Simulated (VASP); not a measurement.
The system is LaB.

```xyz
2
Lattice="3.3351 0.0000 0.0000 0.0000 3.3351 0.0000 0.0000 0.0000 3.7392" Properties=species:S:1:pos:R:3 pbc="T T T"
La    1.6676    1.6676    1.8696
B     0.0000    0.0000    0.0000
```

| Quantity | Value |
| --- | --- |
| Program | VASP 6.6.1 |
| Task | relaxation of cell and atoms |
| Functional | PBE |
| Potentials or basis | VASP PAW PBE potentials, release 64 (La, B) |
| Cutoff | 600 eV |
| k mesh | 16 × 16 × 16 |
| Occupations | gaussian, width 0.1 eV |
| Spin | no spin polarisation |

At the start: pressure -3.4 GPa; volume 20.80 Å³/atom.

Where does the relaxation end?

Over 8 steps the energy falls by 35.3 meV/atom and the volume is 19.86 Å³/atom (-4.5 %); space group Pm-3m (No. 221, to 0.05 Å).

Step by step:
| step | energy change (eV) | largest force (eV/Å) | pressure (GPa) | volume (Å³) |
| --- | --- | --- | --- | --- |
| 1 | 0.0000 | 0.0000 | -3.39 | 41.59 |
| 2 | -0.0433 | 0.0000 | 1.15 | 38.98 |
| 3 | -0.0433 | 0.0000 | 1.12 | 38.99 |
| 4 | -0.0567 | 0.0000 | 0.66 | 39.28 |
| 5 | -0.0706 | 0.0000 | -0.22 | 39.84 |
| 6 | -0.0706 | 0.0000 | -0.17 | 39.82 |
| 7 | -0.0707 | 0.0000 | 0.11 | 39.66 |
| 8 | -0.0707 | 0.0000 | 0.01 | 39.71 |

Final structure:
```
La B
1.0
     3.41098    0.00000    0.00000
     0.00000    3.41098    0.00000
     0.00000    0.00000    3.41340
La B
1 1
Direct
  0.50000 0.50000 0.50000
  0.00000 0.00000 0.00000
```
